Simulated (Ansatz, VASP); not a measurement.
CaZrS3O12 in VASP and in Ansatz

```
Ca Zr S O
1.0
     4.56122    2.63342    7.79120
    -4.56122    2.63342    7.79120
     0.00000   -5.26685    7.79120
Ca Zr S O
2 2 6 24
Direct
  0.64329 0.64329 0.64329
  0.14329 0.14329 0.14329
  0.35469 0.35469 0.35469
  0.85469 0.85469 0.85469
  0.74068 0.04200 0.46553
  0.46553 0.74068 0.04200
  0.04200 0.46553 0.74068
  0.54200 0.24068 0.96553
  0.96553 0.54200 0.24068
  0.24068 0.96553 0.54200
  0.71639 0.88954 0.49102
  0.49102 0.71639 0.88954
  0.88954 0.49102 0.71639
  0.38954 0.21639 0.99102
  0.99102 0.38954 0.21639
  0.21639 0.99102 0.38954
  0.26409 0.12975 0.50992
  0.50992 0.26409 0.12975
  0.12975 0.50992 0.26409
  0.62975 0.76409 0.00992
  0.00992 0.62975 0.76409
  0.76409 0.00992 0.62975
  0.39099 0.80656 0.58120
  0.58120 0.39099 0.80656
  0.80656 0.58120 0.39099
  0.30656 0.89099 0.08120
  0.08120 0.30656 0.89099
  0.89099 0.08120 0.30656
  0.57255 0.20489 0.44691
  0.44691 0.57255 0.20489
  0.20489 0.44691 0.57255
  0.70489 0.07255 0.94691
  0.94691 0.70489 0.07255
  0.07255 0.94691 0.70489
```

Alike in both runs: task electric field gradients; functional r2SCAN; k mesh 3 × 3 × 3; occupations fermi-dirac, width 0.02 eV; no spin polarisation.

```csv
,VASP,Ansatz
version,VASP 6.6.1,Ansatz 0.2.0
potentials or method,"VASP PAW PBE potentials, release 64 (Ca_sv, Zr_sv, S, O)","plane-wave PAW, scalar-relativistic"
plane-wave cutoff (eV),520,500
valence electrons in the cell,224,224
```

Ansatz gave:

- gap on the k mesh at the Fermi level (eV): 4.31
- pressure (GPa): -3.1
- rms of the force components (eV/Å): 0.211
- size of Vzz on the site where it differs most (V/Å²): 43.0

Task: Estimate VASP's values.

Result: gap on the k mesh at the Fermi level (eV): 4.30; pressure (GPa): -3.9; rms of the force components (eV/Å): 0.331; size of Vzz on the site where it differs most (V/Å²): 49.2.

VASP's potentials were made for PBE, not for r2SCAN. Atom by atom the forces differ by 0.138 eV/Å (rms over components). With one functional, cell and mesh, what is left measures potentials, basis and numerics.
